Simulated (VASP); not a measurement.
Here is a VASP 6.6.1 calculation.

File INCAR:

```
SYSTEM = TiC
PREC = Accurate
ENCUT = 520
EDIFF = 1E-6
ISMEAR = -1
SIGMA = 0.03
LREAL = .FALSE.
LASPH = .TRUE.
NELM = 60
ALGO = Normal
ISIF = 2
LWAVE = .FALSE.
LCHARG = .FALSE.
GGA = PS
NBANDS = 15
```

File KPOINTS:

```
Automatic mesh
0
G
  16 16 16
  0 0 0
```

POSCAR

```
TiC
1.0
    0.0000000000      2.1421399196      2.1421399196
    2.1421399196      0.0000000000      2.1421399196
    2.1421399196      2.1421399196      0.0000000000
Ti C
1 1
Direct
    0.0000000000      0.0000000000      0.0000000000
    0.5000000000      0.5000000000      0.5000000000
```

Potentials or basis: VASP PAW PBE potentials, release 64 (Ti_sv, C).

Launch:

```console
$ cat potpaw_PBE.64/Ti_sv/POTCAR potpaw_PBE.64/C/POTCAR > POTCAR
$ mpirun -np 1 vasp_std > vasp.out
```

(1) Estimate the pressure.

(2) What does it give for the band gap on the k mesh?

Answers

(1) 2.0 GPa.

(2) zero (bands 8 and 9 overlap by 1.09 eV).

Caveat: the PAW data sets were made with another functional, which shifts forces and pressure a little.
